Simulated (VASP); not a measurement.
# Sn2Sb3Te (I4/mmm) in VASP: single point with PBE

Aim: the single point of Sn2Sb3Te with PBE.

All numbers are computed with VASP 6.6.1; they aren't measurements. Logs are shortened: lines on timing, memory, paths and dates and some standing lists are left out, and cuts for length are marked.

### 1 The cell of the first run

Symmetry: I4/mmm, No. 139, tetragonal system. Conventional cell: a = 4.415 Å, b = 4.415 Å, c = 18.869 Å, α = 90.00°, β = 90.00°, γ = 90.00°. Sn (site symmetry 4mm) has 5 Sb at 3.13 to 3.15 Å and 1 Te at 3.22 Å within 4.1 Å. Within 4.0 Å of Sb (site symmetry 4mm) lie 1 Sb at 3.07 Å and 5 Sn at 3.13 to 3.15 Å. Within 4.0 Å of Sb (site symmetry 4/mmm) lie 2 Sb at 3.07 Å and 4 Te at 3.12 Å. Within 4.1 Å of Te (site symmetry 4/mmm) lie 4 Sb at 3.12 Å and 2 Sn at 3.22 Å.

### 2 Single point, PBE

Contents of INCAR:

```
  ALGO = Normal
  EDIFF = 1E-6
  ENCUT = 520
  GGA = PE
  ISIF = 2
  ISMEAR = 0
  LASPH = T
  LCHARG = F
  LREAL = F
  LWAVE = F
  NBANDS = 34
  NELM = 100
  PREC = Accurate
  SIGMA = 0.2
```

Contents of KPOINTS:

```
k-points
0
Gamma
  5 5 5
```

Contents of POSCAR:

```
Sn2Sb3Te
1.0
   -2.2075641502      2.2075641502      9.4343588251
    2.2075641502     -2.2075641502      9.4343588251
    2.2075641502      2.2075641502     -9.4343588251
Sn Sb Te
2 3 1
Direct
    0.3295024059      0.3295024059      0.0000000000
    0.6704975941      0.6704975941      0.0000000000
    0.1626102006      0.1626102006      0.0000000000
    0.8373897994      0.8373897994      0.0000000000
    0.0000000000      0.0000000000      0.0000000000
    0.5000000000      0.5000000000      0.0000000000
```

Potentials or basis: VASP PAW PBE potentials, release 64 (Sn_d, Sb, Te).

Command:

```
$ cat potpaw_PBE.64/Sn_d/POTCAR potpaw_PBE.64/Sb/POTCAR potpaw_PBE.64/Te/POTCAR > POTCAR
$ mpirun -np 1 vasp_std > vasp.out
```

OUTCAR:

```text
EDIFF = 1E-6
   ENCUT = 520
   GGA = PE
   ISIF = 2
   ISMEAR = 0
   LASPH = T
   LREAL = F
   NELM = 100
   PREC = Accurate

 ion  position               nearest neighbor table
   1  0.330  0.330  0.000-   4 3.13   4 3.13   4 3.13   4 3.13   3 3.15   6 3.22
   2  0.670  0.670  0.000-   3 3.13   3 3.13   3 3.13   3 3.13   4 3.15   6 3.22
   3  0.163  0.163  0.000-   5 3.07   2 3.13   2 3.13   2 3.13   2 3.13   1 3.15
   4  0.837  0.837  0.000-   5 3.07   1 3.13   1 3.13   1 3.13   1 3.13   2 3.15
   5  0.000  0.000  0.000-   3 3.07   4 3.07   6 3.12   6 3.12   6 3.12   6 3.12
   6  0.500  0.500  0.000-   5 3.12   5 3.12   5 3.12   5 3.12   2 3.22   1 3.22

  LATTYP: Found a body centered tetragonal cell.
 ALAT       =     4.4151283004
 C/A-ratio  =     4.2736510394

  Lattice vectors:

 A1 = (  -2.2075641502,   2.2075641502,   9.4343588251)
 A2 = (   2.2075641502,  -2.2075641502,   9.4343588251)
 A3 = (   2.2075641502,   2.2075641502,  -9.4343588251)

Analysis of symmetry for initial positions (statically):
=====================================================================
 Subroutine PRICEL returns:
 Original cell was already a primitive cell.

 Routine SETGRP: Setting up the symmetry group for a
 body centered tetragonal supercell.

 Subroutine GETGRP returns: Found 16 space group operations
 (whereof 16 operations were pure point group operations)
 out of a pool of 16 trial point group operations.

The static configuration has the point symmetry D_4h.

Analysis of symmetry for dynamics (positions and initial velocities):
=====================================================================
 Subroutine PRICEL returns:
 Original cell was already a primitive cell.

 Routine SETGRP: Setting up the symmetry group for a
 body centered tetragonal supercell.

 Subroutine GETGRP returns: Found 16 space group operations
 (whereof 16 operations were pure point group operations)
 out of a pool of 16 trial point group operations.

The dynamic configuration has the point symmetry D_4h.

 Subroutine INISYM returns: Found 16 space group operations
 (whereof 16 operations are pure point group operations),
 and found     1 'primitive' translations

----------------------------------------------------------------------------------------

                                     Primitive cell

  volume of cell :     183.9073

  direct lattice vectors                    reciprocal lattice vectors
    -2.207564150  2.207564150  9.434358825     0.000000000  0.226493984  0.052997772
     2.207564150 -2.207564150  9.434358825     0.226493984  0.000000000  0.052997772
     2.207564150  2.207564150 -9.434358825     0.226493984  0.226493984  0.000000000

  length of vectors
     9.937494926  9.937494926  9.937494926     0.232611884  0.232611884  0.320310864

  position of ions in fractional coordinates (direct lattice)
     0.329502406  0.329502406  0.000000000
     0.670497594  0.670497594  0.000000000
     0.162610201  0.162610201  0.000000000
     0.837389799  0.837389799  0.000000000
     0.000000000  0.000000000  0.000000000
     0.500000000  0.500000000  0.000000000

  ion indices of the primitive-cell ions
   primitive index   ion index
                 1           1
                 2           2
                 3           3
                 4           4
                 5           5
                 6           6

----------------------------------------------------------------------------------------

 KPOINTS: k-points

Automatic generation of k-mesh.
 Grid dimensions read from file:
 generate k-points for:    5    5    5

 Generating k-lattice:

  Cartesian coordinates                     Fractional coordinates (reciprocal lattice)
     0.000000000  0.045298797  0.010599554     0.200000000  0.000000000  0.000000000
     0.045298797  0.000000000  0.010599554     0.000000000  0.200000000  0.000000000
     0.045298797  0.045298797  0.000000000     0.000000000  0.000000000  0.200000000

  Length of vectors
     0.046522377  0.046522377  0.064062173

  Shift w.r.t. Gamma in fractional coordinates (k-lattice)
     0.000000000  0.000000000  0.000000000

 Subroutine IBZKPT returns following result:
 ===========================================

 Found     18 irreducible k-points:

 Following reciprocal coordinates:
            Coordinates               Weight
  0.000000  0.000000  0.000000      1.000000
  0.200000  0.000000 -0.000000      8.000000
  0.400000 -0.000000  0.000000      8.000000
  0.200000  0.200000  0.000000      8.000000
  0.400000  0.200000  0.000000     16.000000
 -0.400000  0.200000  0.000000     16.000000
[... 10 lines left out ...]
 -0.400000  0.400000  0.400000      4.000000
 -0.400000 -0.400000  0.400000      2.000000
   k-points           NKPTS =     18   k-points in BZ     NKDIM =     18   number of bands    NBANDS=     34
   number of dos      NEDOS =    301   number of ions     NIONS =      6
   total plane-waves  NPLWV = 512000
   dimension x,y,z NGX =    80 NGY =   80 NGZ =   80
   dimension x,y,z NGXF=   160 NGYF=  160 NGZF=  160
   ions per type =               2   3   1
   NGX,Y,Z   is equivalent  to a cutoff of  13.38, 13.38, 13.38 a.u.
   NGXF,Y,Z  is equivalent  to a cutoff of  26.77, 26.77, 26.77 a.u.
 SYSTEM =  unknown system
   PREC   = accura    normal or accurate (medium, high low for compatibility)
   ISTART =      0    job   : 0-new  1-cont  2-samecut
   ICHARG =      2    charge: 1-file 2-atom 10-const
   ISPIN  =      1    spin polarized calculation?
   LNONCOLLINEAR =      F non collinear calculations
   LSORBIT =      F    spin-orbit coupling
   LASPH  =      T    aspherical Exc in radial PAW
   ENCUT  =  520.0 eV  38.22 Ry    6.18 a.u.  18.48 18.48 18.48*2*pi/ulx,y,z
   NELM   =    100;   NELMIN=  2; NELMDL= -5     # of ELM steps
   EDIFF  = 0.1E-05   stopping-criterion for ELM
   LREAL  =      F    real-space projection
   EDIFFG = 0.1E-04   stopping-criterion for IOM
   NSW    =      0    number of steps for IOM
   IBRION =     -1    ionic relax: 0-MD 1-quasi-New 2-CG
   NFREE  =      0    steps in history (QN), initial steepest desc. (CG)
   ISIF   =      2    stress and relaxation
   ISYM   =      2    0-nonsym 1-usesym 2-fastsym
   POTIM  = 0.5000    time-step for ionic-motion
   TEBEG  =    0.0;   TEEND  =   0.0 temperature during run
   PSTRESS=    0.0 pullay stress
   NELECT =      49.0000    total number of electrons
   NUPDOWN=      -1.0000    fix difference up-down
   EMIN   =  10.00;   EMAX   =-10.00  energy-range for DOS
   EFERMI =   0.00;   METHOD = LEGACY
   ISMEAR =     0;   SIGMA  =   0.20  broadening in eV -4-tet -1-fermi 0-gaus
   EFERMI_NEDOS =   21; number of points for ismear=-14 and -15
   IALGO  =     38    algorithm
   IMIX   =      4    mixing-type and parameters
     AMIX     =   0.40;   BMIX     =  1.00
     AMIX_MAG =   1.60;   BMIX_MAG =  1.00
  volume/ion in A,a.u.               =      30.65       206.84
  Fermi-wavevector in a.u.,A,eV,Ry     =   1.053434  1.990701 15.098690  1.109722
  Thomas-Fermi vector in A             =   2.188555
   LORBIT       =      0    0 simple, 1 ext, 2 COOP (PROOUT), +10 PAW based schemes
   GGA     = PE    functional components
   LHFCALC =     F    Hartree Fock is set to
   AEXX    =    0.0000 exact exchange contribution
   IVDW    =     0    specifies the selected vdW correction
   LEPSILON=     F    determine dielectric tensor
   LRPA    =     F    only Hartree local field effects (RPA)
 non-spin polarized calculation
 Gauss-broadening in eV      SIGMA  =   0.20
  energy-cutoff  :      520.00
  volume of cell :      183.91
 maximum number of plane-waves:      4971
 NGX is ok and might be reduce to    80
   NGX = 37   NGY = 37   NGZ = 37

 number of electron      49.0000000 magnetization

 Free energy of the ion-electron system (eV)
  ---------------------------------------------------
  ext. energy  EPLUGINS =         0.00000000
  ---------------------------------------------------
  free energy    TOTEN  =       -23.41973840 eV

  energy without entropy =      -23.34730903  energy(sigma->0) =      -23.38352372

 E-fermi :   6.6804     XC(G=0):  -9.5709

 val. band max:        6.6636468237   @ k =   0.2000   0.0000  -0.0000
 cond. band min:       6.7308405103   @ k =  -0.2000   0.4000   0.2000
 fundamental gap:      0.0671936865
 Fermi energy:         6.6804158034

 k-point     1 :       0.0000    0.0000    0.0000
  band No.  band energies     occupation
      1     -14.7364      2.00000
      2     -14.7269      2.00000
      3     -14.7049      2.00000
      4     -14.7049      2.00000
      5     -14.6976      2.00000
      6     -14.6976      2.00000
[... 26 lines left out ...]
     33      11.6963      0.00000
     34      11.7919      0.00000

 k-point     2 :       0.2000    0.0000   -0.0000
  band No.  band energies     occupation
      1     -14.7341      2.00000
      2     -14.7265      2.00000
      3     -14.7052      2.00000
      4     -14.7044      2.00000
      5     -14.6993      2.00000
      6     -14.6989      2.00000
[... 26 lines left out ...]
     33      10.7934      0.00000
     34      10.9470      0.00000

 k-point     3 :       0.4000   -0.0000    0.0000
  band No.  band energies     occupation
      1     -14.7297      2.00000
      2     -14.7268      2.00000
      3     -14.7049      2.00000
      4     -14.7033      2.00000
      5     -14.7026      2.00000
      6     -14.7016      2.00000
[... 26 lines left out ...]
     33      10.4871      0.00000
     34      11.0910      0.00000

 k-point     4 :       0.2000    0.2000    0.0000
  band No.  band energies     occupation
      1     -14.7321      2.00000
      2     -14.7258      2.00000
      3     -14.7062      2.00000
      4     -14.7032      2.00000
      5     -14.7022      2.00000
      6     -14.6980      2.00000
[... 26 lines left out ...]
     33      11.2248      0.00000
     34      11.8496      0.00000

 k-point     5 :       0.4000    0.2000    0.0000
  band No.  band energies     occupation
      1     -14.7282      2.00000
      2     -14.7257      2.00000
      3     -14.7067      2.00000
      4     -14.7054      2.00000
      5     -14.7017      2.00000
      6     -14.6996      2.00000
[... 399 lines left out ...]
 k-point    16 :      -0.2000   -0.2000    0.2000
  band No.  band energies     occupation
      1     -14.7365      2.00000
      2     -14.7268      2.00000
      3     -14.7049      2.00000
      4     -14.7049      2.00000
      5     -14.6976      2.00000
      6     -14.6976      2.00000
[... 26 lines left out ...]
     33      11.6630      0.00000
     34      11.6642      0.00000

 k-point    17 :      -0.4000    0.4000    0.4000
  band No.  band energies     occupation
      1     -14.7344      2.00000
      2     -14.7262      2.00000
      3     -14.7052      2.00000
      4     -14.7044      2.00000
      5     -14.6992      2.00000
      6     -14.6989      2.00000
[... 26 lines left out ...]
     33      11.1296      0.00000
     34      11.4302      0.00000

 k-point    18 :      -0.4000   -0.4000    0.4000
  band No.  band energies     occupation
      1     -14.7367      2.00000
      2     -14.7266      2.00000
      3     -14.7050      2.00000
      4     -14.7050      2.00000
      5     -14.6976      2.00000
      6     -14.6976      2.00000
[... 26 lines left out ...]
     33      11.5338      0.00000
     34      11.5338      0.00000

------------------------ aborting loop because EDIFF is reached ----------------------------------------

  FORCE on cell =-STRESS in cart. coord.  units (eV):
  Direction    XX          YY          ZZ          XY          YZ          ZX
  --------------------------------------------------------------------------------------
  -------------------------------------------------------------------------------------
  Total       -0.4029606     -0.4029606     -0.0902299      0.0000000      0.0000000      0.0000000
  in kB       -3.5105413     -3.5105413     -0.7860714      0.0000000      0.0000000      0.0000000
  external PRESSURE =      -2.6023847 kB  Pullay stress =       0.0000000 kB

 VOLUME and BASIS-vectors are now :
 -----------------------------------------------------------------------------
  energy-cutoff  :      520.00
  volume of cell :      183.91
      direct lattice vectors                 reciprocal lattice vectors
    -2.207564150  2.207564150  9.434358825     0.000000000  0.226493984  0.052997772
     2.207564150 -2.207564150  9.434358825     0.226493984  0.000000000  0.052997772
     2.207564150  2.207564150 -9.434358825     0.226493984  0.226493984  0.000000000

 POSITION                                       TOTAL-FORCE (eV/Angst)
 -----------------------------------------------------------------------------------
      0.00000      0.00000      6.21729         0.000000      0.000000     -0.016756
      0.00000      0.00000     12.65143         0.000000      0.000000      0.016756
      0.00000      0.00000      3.06825        -0.000000     -0.000000      0.028062
      0.00000      0.00000     15.80047        -0.000000     -0.000000     -0.028062
      0.00000      0.00000      0.00000         0.000000      0.000000     -0.000000
      0.00000      0.00000      9.43436         0.000000      0.000000     -0.000000
 -----------------------------------------------------------------------------------
    total drift:                                0.000000      0.000000      0.000000

  FREE ENERGIE OF THE ION-ELECTRON SYSTEM (eV)
  ---------------------------------------------------
  free  energy   TOTEN  =       -23.4197384039 eV

  energy  without entropy=      -23.3473090336  energy(sigma->0) =      -23.38352372
```

It took 11 min on 1 thread of Oxide Virtual Turin-like, shared host; peak memory 0.92 GiB.

What came out:

```yaml
Free_energy: -23.4197 eV
Pressure: -0.3 GPa
Largest_force: 0.028 eV/Å
Band_gap_on_the_k_mesh: zero (an odd number of electrons rules out a gap without spin polarisation)
```

Forces in eV/Å, atoms in the order of the input:
```
Sn   0.000  0.000 -0.017
Sn   0.000  0.000  0.017
Sb   0.000  0.000  0.028
Sb   0.000  0.000 -0.028
Sb   0.000  0.000  0.000
Te   0.000  0.000  0.000
```

Stress tensor (GPa, compression positive):
```
-0.35  0.00  0.00
 0.00 -0.35  0.00
 0.00  0.00 -0.08
```

Levels at points of the mesh, in eV from the Fermi level:
```csv
k point,band 23,band 24,band 25,band 26,band 27,band 28
"(0.00, 0.00, 0.00)",-1.33,-1.03,-1.03,2.67,3.05,3.05
```

Caveat: spin-orbit coupling is left out, which moves the levels of the heavy elements; an odd number of electrons without spin polarisation forces a metal; a magnetic or distorted state may lie lower.

The gap in the log of VASP goes by the Fermi energy; the results here count the filled bands.